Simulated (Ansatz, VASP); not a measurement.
## One calculation of PbSe, two programs

POSCAR

```
PbSe
1.0
    2.2177605821     -6.0253022519      0.0000000000
    2.0576469858      5.9682255609      0.0000000000
    0.0000000000      0.0000000000      4.4334889037
Pb Se
2 2
Direct
    0.6436811904      0.3870165256      0.7500000000
    0.3563188096      0.6129834744      0.2500000000
    0.8564978336      0.1310331005      0.7500000000
    0.1435021664      0.8689668995      0.2500000000
```

File INCAR.step1:

```
ALGO     = Normal         # electronic algorithm
EDIFF    = 1E-4           # SCF threshold, eV
ENCUT    = 520            # plane-wave cutoff, eV
GGA      = PE             # functional
ISMEAR   = 0              # smearing method
LASPH    = True           # aspherical terms in the spheres
LCHARG   = False          # write CHGCAR
LREAL    = False          # projectors in reciprocal space
LWAVE    = True           # write WAVECAR
NBANDS   = 28             # bands
NELM     = 100            # most SCF steps
PREC     = Accurate       # precision mode
SIGMA    = 0.01           # smearing width, eV
```

File INCAR.step2:

```
ALGO     = Normal         # electronic algorithm
EDIFF    = 1E-7           # SCF threshold, eV
ENCUT    = 520            # plane-wave cutoff, eV
ISIF     = 2              # what is computed and relaxed
ISMEAR   = 0              # smearing method
ISTART   = 1            
LASPH    = True           # aspherical terms in the spheres
LCHARG   = False          # write CHGCAR
LMIXTAU  = True         
LREAL    = False          # projectors in reciprocal space
LWAVE    = False          # write WAVECAR
METAGGA  = R2SCAN         # meta-GGA
NBANDS   = 28             # bands
NELM     = 100            # most SCF steps
PREC     = Accurate       # precision mode
SIGMA    = 0.01           # smearing width, eV
```

File KPOINTS:

```
k-points
0
Gamma
  6 6 6
```

Input for Ansatz:

```yaml
crystal:
  lattice:
    - [2.2177605821, -6.0253022519, 0.0]
    - [2.0576469858, 5.9682255609, 0.0]
    - [0.0, 0.0, 4.4334889037]
  atoms:
    - { symbol: Pb, position: [0.6436811904, 0.3870165256, 0.75] }
    - { symbol: Pb, position: [0.3563188096, 0.6129834744, 0.25] }
    - { symbol: Se, position: [0.8564978336, 0.1310331005, 0.75] }
    - { symbol: Se, position: [0.1435021664, 0.8689668995, 0.25] }
kpoints:
  mp_grid: { grid: [6, 6, 6] }
  band_path:
    path:
      - [0.0, 0.0, 0.0]
      - [-0.5, 0.5, 0.0]
      - [-0.2817688255, 0.7182311745, 0.0]
      - [0.2817688255, 0.2817688255, 0.0]
      - [0.0, 0.0, 0.5]
      - [0.2817688255, 0.2817688255, 0.5]
      - [-0.2817688255, 0.7182311745, 0.5]
      - [-0.5, 0.5, 0.5]
      - [0.0, 0.5, 0.0]
      - [-0.5, 0.5, 0.4]
      - [0.5, -0.5, 0.382812]
      - [0.192708, 0.226563, 0.0]
    npoints: 1
hamiltonian:
  xc: r2scan
scf:
  occupations: { method: fixed }
  n_extra_bands: 5
output:
  forces: true
  stress: true
  eigenvalues: true
```

Change from the starting cell: shear_xy strain -2.7%.

Alike in both runs: task single point; functional r2SCAN; k mesh 6 × 6 × 6; no spin polarisation.

```csv
,VASP,Ansatz
version,VASP 6.6.1,Ansatz 0.2.0
potentials or method,"VASP PAW PBE potentials, release 64 (Pb_d, Se)","plane waves, PAW"
plane-wave cutoff (eV),520,500
occupations,"gaussian, width 0.01 eV",fixed
valence electrons in the cell,40,60
```

```csv
,VASP,Ansatz,Ansatz less VASP
gap on the k mesh at the Fermi level (eV),1.41,1.41,+0.001
pressure (GPa),1.1,1.0,-0.03
"traceless stress, the component that is largest in VASP (GPa)",0.11,0.08,-0.026
rms of the force components (eV/Å),0.003,0.009,+0.0063
```

VASP's potentials were made for PBE, not for r2SCAN. Atom by atom the forces differ by 0.007 eV/Å (rms over components). VASP's potentials hold 40 valence electrons a cell and Ansatz's 60, so a difference there can come from the potentials and not from the codes.

Spin-orbit coupling is off throughout.
